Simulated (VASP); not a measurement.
PbS:

```
CELL_PARAMETERS angstrom
2.11718 -6.17833 0.00000
2.11718 6.17833 0.00000
0.00000 0.00000 4.33853
ATOMIC_POSITIONS crystal
Pb 0.86670 0.13330 0.75000
Pb 0.13330 0.86670 0.25000
S 0.64539 0.35461 0.75000
S 0.35461 0.64539 0.25000
```

```yaml
Program: VASP 6.6.1
Task: relaxation of shape and atoms at fixed volume
Functional: PBE
Potentials_or_basis: VASP PAW PBE potentials, release 64 (Pb_d, S)
Cutoff: 600 eV
k_mesh: 8 × 8 × 6
Occupations: gaussian, width 0.02 eV
Spin: no spin polarisation
```

At the start: pressure -1.4 GPa; volume 28.38 Å³/atom.

Task: Where does the relaxation end?

Result: Over 8 steps the energy falls by 2.6 meV/atom; space group Cmcm (No. 63, to 0.1 Å) before and after.

Step by step:
| step | energy change (eV) | largest force (eV/Å) | pressure (GPa) | volume (Å³) |
| --- | --- | --- | --- | --- |
| 1 | 0.0000 | 0.1760 | -1.39 | 113.50 |
| 2 | -0.0035 | 0.1221 | -1.20 | 113.50 |
| 3 | -0.0067 | 0.0143 | -0.81 | 113.50 |
| 4 | -0.0094 | 0.0142 | -0.65 | 113.50 |
| 5 | -0.0101 | 0.0266 | -0.51 | 113.50 |
| 6 | -0.0101 | 0.0274 | -0.51 | 113.50 |
| 7 | -0.0103 | 0.0139 | -0.43 | 113.50 |
| 8 | -0.0103 | 0.0080 | -0.40 | 113.50 |

Final structure:
```
Pb S
1.0
     2.10651   -6.26320    0.00000
     2.10651    6.26320    0.00000
     0.00000    0.00000    4.30141
Pb S
2 2
Direct
  0.86335 0.13665 0.75000
  0.13665 0.86335 0.25000
  0.64730 0.35270 0.75000
  0.35270 0.64730 0.25000
```

Where two steps share one volume, the run began anew on that cell with a basis built for it.
